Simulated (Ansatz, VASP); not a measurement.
**Two plane-wave programs on HfSi2O6**

```
CELL_PARAMETERS angstrom
-1.68500 1.68500 7.23516
1.68500 -1.68500 7.23516
1.68500 1.68500 -7.23516
ATOMIC_POSITIONS crystal
Hf 0.50000 0.50000 0.00000
Si 0.82949 0.82949 0.00000
Si 0.17051 0.17051 0.00000
O 0.40792 0.90792 0.50000
O 0.09208 0.59208 0.50000
O 0.75000 0.25000 0.50000
O 0.59208 0.09208 0.50000
O 0.25000 0.75000 0.50000
O 0.90792 0.40792 0.50000
```

Alike in both runs: functional PBE; k mesh 6 × 6 × 6; occupations gaussian, width 0.1 eV; no spin polarisation.

Ansatz relaxed the structure, and its values are those at the end. VASP's run is a single point on that final structure, the one shown.

```csv
,VASP,Ansatz
version,VASP 6.6.1,Ansatz 0.2.0
potentials or method,"VASP PAW PBE potentials, release 64 (Hf_pv, Si, O), cutoff 520 eV","scalar-relativistic, plane waves, PAW"
valence electrons in the cell,54,70
```

|  | VASP | Ansatz | Ansatz less VASP |
| --- | --- | --- | --- |
| gap on the k mesh at the Fermi level (eV) | 0.40 | 0.38 | -0.015 |
| least direct gap on the mesh (eV) | 0.75 | 0.74 | -0.008 |
| pressure (GPa) | -1.4 | 0.0 | +1.35 |
| rms of the force components (eV/Å) | 0.064 | 0.000 | -0.0641 |

With one functional, cell and mesh, what is left measures potentials, basis and numerics. VASP's potentials hold 54 valence electrons a cell and Ansatz's 70, so a difference there can come from the potentials and not from the codes.

The k mesh is coarse, so the values compare programs but aren't converged. Spin-orbit coupling is off throughout.
